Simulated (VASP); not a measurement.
Set up this calculation in VASP 6.6.1, as the native input.

```
Task                   : single point
Functional             : LDA
Potentials or basis    : VASP PAW LDA potentials, release 64 (Ga_d, As)
Cutoff                 : 520 eV
k mesh                 : 7 × 7 × 7
Occupations            : gaussian, width 0.02 eV
Spin                   : no spin polarisation
Dipole correction      : no
Further INCAR settings : ALGO = Normal; EDIFF = 1e-06; NBANDS = 16
```

The structure of GaAs lies in POSCAR:

```
GaAs
1.0
    3.2662262751      0.0000000000      0.0000000000
    0.0000000000      3.2662262751      0.0000000000
    0.0000000000      0.0000000000      3.2662262751
Ga As
1 1
Direct
    0.0000000000      0.0000000000      0.0000000000
    0.5000000000      0.5000000000      0.5000000000
```

One way to write it, as run:

INCAR

```
SYSTEM = GaAs
PREC = Accurate
ENCUT = 520
EDIFF = 1E-6
ISMEAR = 0
SIGMA = 0.02
LREAL = .FALSE.
LASPH = .TRUE.
NELM = 80
ALGO = Normal
ISIF = 2
LWAVE = .FALSE.
LCHARG = .FALSE.
GGA = CA
NBANDS = 16
```

KPOINTS

```
Automatic mesh
0
G
  7 7 7
  0 0 0
```

Potentials or basis: VASP PAW LDA potentials, release 64 (Ga_d, As).

Run with:

```bash
$ cat potpaw_LDA.64/Ga_d/POTCAR potpaw_LDA.64/As/POTCAR > POTCAR
$ mpirun -np 1 vasp_std > vasp.out
```

It gave:

```
Pressure               : 0.2 GPa
Band gap on the k mesh : zero (band 9 reaches 8.09 eV, above the bottom of band 10 at 4.59 eV)
```

It took 3.8 s on 1 thread of Intel(R) Xeon(R) Platinum 8124M CPU @ 3.00GHz (Skylake/Cascade Lake), with other jobs on the host, peak memory 0.13 GiB.
